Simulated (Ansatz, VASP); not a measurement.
## PtS2 in VASP and in Ansatz

File INCAR:

```
  PREC = Accurate
  ENCUT = 520
  EDIFF = 1E-6
  ISMEAR = 0
  SIGMA = 0.05
  LREAL = F
  LASPH = T
  NELM = 60
  ALGO = Normal
  ISIF = 2
  LWAVE = F
  LCHARG = F
  GGA = PS
  NBANDS = 18
```

File KPOINTS:

```
Automatic mesh
0
Gamma
  12 12 8
```

POSCAR

```
PtS2
1.0
    3.5431994758      0.0000000000      0.0000000000
   -1.7715997379      3.0685007567      0.0000000000
    0.0000000000      0.0000000000      5.0388000000
Pt S
1 2
Direct
    0.0000000000      0.0000000000      0.0000000000
    0.3333333333      0.6666666667      0.3095379852
    0.6666666667      0.3333333333      0.7500000000
```

Input for Ansatz:

```yaml
crystal:
  lattice:
    - [3.5431994758, 0.0, 0.0]
    - [-1.7715997379, 3.0685007567, 0.0]
    - [0.0, 0.0, 5.0388]
  atoms:
    - { symbol: Pt, position: [0.0, 0.0, 0.0] }
    - { symbol: S, position: [0.3333333333, 0.6666666667, 0.3095379852] }
    - { symbol: S, position: [0.6666666667, 0.3333333333, 0.75] }
basis:
  ecutwfc: 420
kpoints:
  mp_grid: { grid: [12, 12, 8] }
hamiltonian:
  xc: pbesol
scf:
  occupations: { method: gaussian, width: 0.05 }
output:
  forces: true
  stress: true
  eigenvalues: true
```

Alike in both runs: task single point; functional PBEsol; k mesh 12 × 12 × 8; occupations gaussian, width 0.05 eV; no spin polarisation.

|  | VASP | Ansatz |
| --- | --- | --- |
| version | VASP 6.6.1 | Ansatz 0.2.0 |
| potentials or method | VASP PAW PBE potentials, release 64 (Pt, S), cutoff 520 eV | scalar-relativistic, plane waves, PAW |
| valence electrons in the cell | 22 | 30 |

VASP gave:

| Item | Value |
| --- | --- |
| gap on the k mesh at the Fermi level (eV) | none |
| pressure (GPa) | -10.9 |
| traceless stress, the component that is largest in VASP (GPa) | -5.23 |
| rms of the force components (eV/Å) | 1.117 |

Q: Which values does Ansatz return?

A: gap on the k mesh at the Fermi level (eV): none; pressure (GPa): -10.7; traceless stress, the component that is largest in VASP (GPa): -5.30; rms of the force components (eV/Å): 1.107.

VASP's potentials were made for PBE, not for PBEsol. Atom by atom the forces differ by 0.011 eV/Å (rms over components). A gap of «none» marks a metal or a gap that the smearing closes. VASP's potentials hold 22 valence electrons a cell and Ansatz's 30, so a difference there can come from the potentials and not from the codes.

Spin-orbit coupling is off throughout.
